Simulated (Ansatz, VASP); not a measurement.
**Al3GaN4 in VASP and in Ansatz**

```xyz
8
Lattice="4.6399 0.0000 0.0001 0.0000 2.8797 0.0000 -0.0030 0.0000 5.2013" Properties=species:S:1:pos:R:3 pbc="T T T"
Al    2.3205    1.4398    0.8704
Al    0.0018    1.4398    4.3421
Al    0.0041    0.0000    1.7252
Ga    2.3153    0.0000    3.4651
N     0.5138    0.0000    3.4658
N     0.5677    1.4398    0.8694
N     2.8980    1.4398    4.3701
N     2.8906    0.0000    1.6972
```

Change from the starting cell: strain -0.080 along x and y, -0.040 along z, atoms carried along.

Alike in both runs: task single point; functional PBEsol; k mesh 6 × 8 × 4; occupations gaussian, width 0.05 eV; no spin polarisation.

|  | VASP | Ansatz |
| --- | --- | --- |
| version | VASP 6.6.1 | Ansatz 0.2.0 |
| potentials or method | VASP PAW PBE potentials, release 64 (Al, Ga_d, N), cutoff 520 eV | scalar-relativistic, plane waves, PAW |
| valence electrons in the cell | 42 | 42 |

Ansatz gave:

| Property | Result |
| --- | --- |
| gap on the k mesh at the Fermi level (eV) | 4.91 |
| least direct gap on the mesh (eV) | 5.03 |
| pressure (GPa) | 62.4 |
| traceless stress, the component that is largest in VASP (GPa) | -15.35 |
| rms of the force components (eV/Å) | 0.618 |

Estimate VASP's values.

gap on the k mesh at the Fermi level (eV): 4.90; least direct gap on the mesh (eV): 5.06; pressure (GPa): 62.8; traceless stress, the component that is largest in VASP (GPa): -15.52; rms of the force components (eV/Å): 0.623.

VASP's potentials were made for PBE, not for PBEsol. Atom by atom the forces differ by 0.026 eV/Å (rms over components). Both programs put the cell under a high pressure, so it lies far from rest at this level.

Noted on VASP's run: the cell as given lies far from equilibrium.
